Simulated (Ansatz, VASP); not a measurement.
MgCd5O6: VASP beside Ansatz

INCAR

```
SYSTEM = MgCd5O6
PREC     = Accurate       ! precision mode
ENCUT    = 520            ! plane-wave cutoff, eV
EDIFF    = 1E-6           ! SCF threshold, eV
ISMEAR   = 0              ! smearing method
SIGMA    = 0.2            ! smearing width, eV
LREAL    = .FALSE.        ! projectors in reciprocal space
LASPH    = .TRUE.         ! aspherical terms in the spheres
NELM     = 80             ! most SCF steps
ALGO     = Normal         ! electronic algorithm
ISIF     = 2              ! what is computed and relaxed
LWAVE    = .FALSE.        ! write WAVECAR
LCHARG   = .FALSE.        ! write CHGCAR
GGA      = PE             ! functional
NBANDS   = 61             ! bands
```

The input KPOINTS:

```
Automatic mesh
0
G
  6 6 2
  0 0 0
```

Contents of POSCAR:

```
MgCd5O6
1.0
    3.3287903000      0.0000000000      0.0000000000
    0.0000000000      3.3287903000      0.0000000000
    0.0000000000      0.0000000000     14.1065272000
Mg Cd O
1 5 6
Direct
    0.5000000000      0.5000000000      0.5000000000
    0.0000000000      0.0000000000      0.6603360000
    0.5000000000      0.5000000000      0.8276890000
    0.0000000000      0.0000000000      0.0000000000
    0.5000000000      0.5000000000      0.1723110000
    0.0000000000      0.0000000000      0.3396640000
    0.0000000000      0.0000000000      0.8292420000
    0.5000000000      0.5000000000      0.0000000000
    0.0000000000      0.0000000000      0.1707580000
    0.5000000000      0.5000000000      0.3474780000
    0.0000000000      0.0000000000      0.5000000000
    0.5000000000      0.5000000000      0.6525220000
```

Input for Ansatz:

```yaml
crystal:
  lattice:
    - [3.3287903, 0.0, 0.0]
    - [0.0, 3.3287903, 0.0]
    - [0.0, 0.0, 14.1065272]
  atoms:
    - { symbol: Mg, position: [0.5, 0.5, 0.5] }
    - { symbol: Cd, position: [0.0, 0.0, 0.660336] }
    - { symbol: Cd, position: [0.5, 0.5, 0.827689] }
    - { symbol: Cd, position: [0.0, 0.0, 0.0] }
    - { symbol: Cd, position: [0.5, 0.5, 0.172311] }
    - { symbol: Cd, position: [0.0, 0.0, 0.339664] }
    - { symbol: O, position: [0.0, 0.0, 0.829242] }
    - { symbol: O, position: [0.5, 0.5, 0.0] }
    - { symbol: O, position: [0.0, 0.0, 0.170758] }
    - { symbol: O, position: [0.5, 0.5, 0.347478] }
    - { symbol: O, position: [0.0, 0.0, 0.5] }
    - { symbol: O, position: [0.5, 0.5, 0.652522] }
basis:
  ecutwfc: 420
kpoints:
  mp_grid: { grid: [6, 6, 2] }
hamiltonian:
  xc: pbe
scf:
  occupations: { method: gaussian, width: 0.2 }
  lower_state_search: "off"
output:
  forces: true
  stress: true
  eigenvalues: true
```

Alike in both runs: task single point; functional PBE; k mesh 6 × 6 × 2; occupations gaussian, width 0.2 eV; no spin polarisation.

```csv
,VASP,Ansatz
version,VASP 6.6.1,Ansatz 0.2.0
potentials or method,"VASP PAW PBE potentials, release 64 (Mg, Cd, O), cutoff 520 eV","scalar-relativistic, plane waves, PAW"
valence electrons in the cell,98,146
```

```csv
,VASP,Ansatz,Ansatz less VASP
gap on the k mesh at the Fermi level (eV),none,none,-
pressure (GPa),1.1,0.0,-1.07
"traceless stress, the component that is largest in VASP (GPa)",-0.16,-0.08,+0.086
rms of the force components (eV/Å),0.017,0.007,-0.0097
```

Atom by atom the forces differ by 0.012 eV/Å (rms over components). A gap of «none» marks a metal or a gap that the smearing closes. With one functional, cell and mesh, what is left measures potentials, basis and numerics. VASP's potentials hold 98 valence electrons a cell and Ansatz's 146, so a difference there can come from the potentials and not from the codes.
